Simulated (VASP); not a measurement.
The system is Na2S.

```xyz
3
Lattice="0.0000 3.2554 3.2554 3.2554 0.0000 3.2554 3.2554 3.2554 0.0000" Properties=species:S:1:pos:R:3 pbc="T T T"
S     0.0000    0.0000    0.0000
Na    1.6277    1.6277    1.6277
Na    4.8831    4.8831    4.8831
```

Base run:

- Program: VASP 6.6.1
- Functional: PBEsol
- Potentials or basis: VASP PAW PBE potentials, release 64 (S, Na_pv)
- Cutoff: 500 eV
- k mesh: 4 × 4 × 4
- Occupations: gaussian, width 0.01 eV
- Spin: no spin polarisation

Its results: band gap on the k mesh 2.41 eV, direct; pressure -0.1 GPa.

Question: After a change of settings the same cell gave: band gap on the k mesh 2.31 eV, direct; pressure 0.7 GPa. Which change was it?
A. k mesh from 4 × 4 × 4 to 2 × 2 × 2
B. k mesh from 4 × 4 × 4 to 6 × 6 × 6, shifted; further incar settings from ALGO = Normal; EDIFF = 1e-06; NBANDS = 17 to ALGO = Normal; EDIFF = 1e-06; NBANDS = 17; ISYM = 0
C. functional from PBEsol to r2SCAN; cutoff from 500 eV to 550 eV; k mesh from 4 × 4 × 4 to 6 × 6 × 6
D. k mesh from 4 × 4 × 4 to 6 × 6 × 6; occupations from gaussian, width 0.01 eV to gaussian, width 0.5 eV

Answer: A.

Caveats: some runs use coarse meshes; the PAW data sets were made with another functional, which shifts forces and pressure a little.
